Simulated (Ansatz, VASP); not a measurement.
Given: the input of a run of VASP 6.6.1 on CuO.

File INCAR:

```
SYSTEM = CuO
PREC = Accurate ; ENCUT = 600
EDIFF = 1E-7 ; ISMEAR = -1
SIGMA = 0.05 ; LREAL = .FALSE.
LASPH = .TRUE. ; NELM = 80
ALGO = Normal ; ISIF = 3
LWAVE = .FALSE. ; LCHARG = .FALSE.
GGA = PS ; IBRION = 2
NSW = 60 ; EDIFFG = -0.01
```

KPOINTS

```
Automatic mesh
0
G
  7 7 7
  0 0 0
```

Contents of POSCAR:

```
CuO
1.0
    4.1609370000      0.0000000000      0.0000000000
    0.0000000000      4.1609370000      0.0000000000
    0.0000000000      0.0000000000      3.8876430000
Cu O
3 3
Direct
    0.5000000000      0.0000000000      0.5000000000
    0.0000000000      0.5000000000      0.5000000000
    0.0000000000      0.0000000000      0.0000000000
    0.0000000000      0.0000000000      0.5000000000
    0.5000000000      0.0000000000      0.0000000000
    0.0000000000      0.5000000000      0.0000000000
```

Potentials or basis: VASP PAW PBE potentials, release 64 (Cu, O).

Run with:

```sh
$ cat potpaw_PBE.64/Cu/POTCAR potpaw_PBE.64/O/POTCAR > POTCAR
$ mpirun -np 1 vasp_std > vasp.out
```

Question: Translate it to Ansatz 0.2.0. Potentials there: Ansatz PAW.

Answer: As run (the cutoff follows the program's own potentials):

input.yaml

```yaml
crystal:
  lattice:
    - [4.160937, 0.0, 0.0]
    - [0.0, 4.160937, 0.0]
    - [0.0, 0.0, 3.887643]
  atoms:
    - { symbol: Cu, position: [0.5, 0.0, 0.5] }
    - { symbol: Cu, position: [0.0, 0.5, 0.5] }
    - { symbol: Cu, position: [0.0, 0.0, 0.0] }
    - { symbol: O, position: [0.0, 0.0, 0.5] }
    - { symbol: O, position: [0.5, 0.0, 0.0] }
    - { symbol: O, position: [0.0, 0.5, 0.0] }
hamiltonian:
  xc: pbesol
  pseudopotentials: { kind: paw }
kpoints:
  mp_grid: { grid: [7, 7, 7] }
scf:
  occupations: { method: fermi_dirac, width: 0.05 }
output:
  forces: true
  stress: true
  eigenvalues: true
relax:
  f_tol: 0.01
  max_steps: 40
  cell: { stress_tol: 0.05 }
```

Potentials or basis: Ansatz PAW.

Command:

```bash
$ ansatz run input.yaml --threads 2 --pin off --max-ram 5632MiB --backend cpu --events-out ev --progress --plain --runs-dir out
```

Both were run:

|  | VASP | Ansatz | Ansatz less VASP |
| --- | --- | --- | --- |
| gap on the k mesh at the Fermi level, each at its own relaxed structure (eV) | none | none | - |
| relaxed volume (Å³/atom) | 10.83 | 10.81 | -0.013 |
| relaxed cell length with the largest relative difference (Å) | 3.849 | 3.840 | -0.0093 |

VASP's potentials were made for PBE, not for PBEsol. A gap of «none» marks a metal or a gap that the smearing closes. VASP's potentials hold 51 valence electrons a cell and Ansatz's 75, so a difference there can come from the potentials and not from the codes.

Noted on Ansatz's run: the plane-wave basis is chosen anew once the cell has moved, so the energies of steps on either side of that aren't comparable.
